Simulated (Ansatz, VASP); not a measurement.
**Two plane-wave programs on Si**

```xyz
2
Lattice="0.0000 2.9270 2.8426 2.3328 0.0000 2.8426 2.3328 2.9270 0.0000" Properties=species:S:1:pos:R:3 pbc="T T T"
Si    2.3328    2.9270    2.8426
Si    3.4992    4.3905    4.2639
```

Change from the starting cell: strain +e along x and -e along y -0.1100, strain +e along z and -e/2 along x and y +0.0525.

Alike in both runs: task single point; functional LDA; k mesh 12 × 12 × 12; occupations gaussian, width 0.05 eV; no spin polarisation.

|  | VASP | Ansatz |
| --- | --- | --- |
| version | VASP 6.6.1 | Ansatz 0.2.0 |
| potentials or method | VASP PAW LDA potentials, release 64 (Si), cutoff 520 eV | scalar-relativistic, plane waves, PAW |
| valence electrons in the cell | 8 | 8 |

Ansatz gave:

* gap on the k mesh at the Fermi level (eV): none
* pressure (GPa): -0.7
* traceless stress, the component that is largest in VASP (GPa): 7.30

Task: What did VASP give for the same quantities?

Result: gap on the k mesh at the Fermi level (eV): none; pressure (GPa): -0.6; traceless stress, the component that is largest in VASP (GPa): 7.29.

Ansatz warns that its potentials were made for another functional, while VASP's fit it. LDA's correlation is that of Perdew and Zunger in VASP and of Perdew and Wang (1992) in Ansatz. A gap of «none» marks a metal or a gap that the smearing closes.
